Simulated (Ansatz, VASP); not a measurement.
**Sn: VASP beside Ansatz**

```
CELL_PARAMETERS angstrom
4.86630 0.00000 0.00000
-2.43315 4.21434 0.00000
0.00000 0.00000 6.84660
ATOMIC_POSITIONS crystal
Sn 0.00000 0.00000 0.25000
Sn 0.00000 0.00000 0.75000
Sn 0.33333 0.66667 0.75000
Sn 0.66667 0.33333 0.25000
```

Alike in both runs: functional r2SCAN; k mesh 6 × 6 × 2; occupations gaussian, width 0.1 eV; no spin polarisation.

Ansatz relaxed the structure, and its values are those at the end. VASP's run is a single point on that final structure, the one shown.

|  | VASP | Ansatz |
| --- | --- | --- |
| version | VASP 6.6.1 | Ansatz 0.2.0 |
| potentials or method | VASP PAW PBE potentials, release 64 (Sn_d), cutoff 520 eV | scalar-relativistic, plane waves, PAW |
| valence electrons in the cell | 56 | 56 |

|  | VASP | Ansatz | Ansatz less VASP |
| --- | --- | --- | --- |
| gap on the k mesh at the Fermi level (eV) | none | none | - |
| pressure (GPa) | 0.0 | 0.1 | +0.05 |

VASP's potentials were made for PBE, not for r2SCAN. A gap of «none» marks a metal or a gap that the smearing closes.

The k mesh is coarse, so the values compare programs but aren't converged.
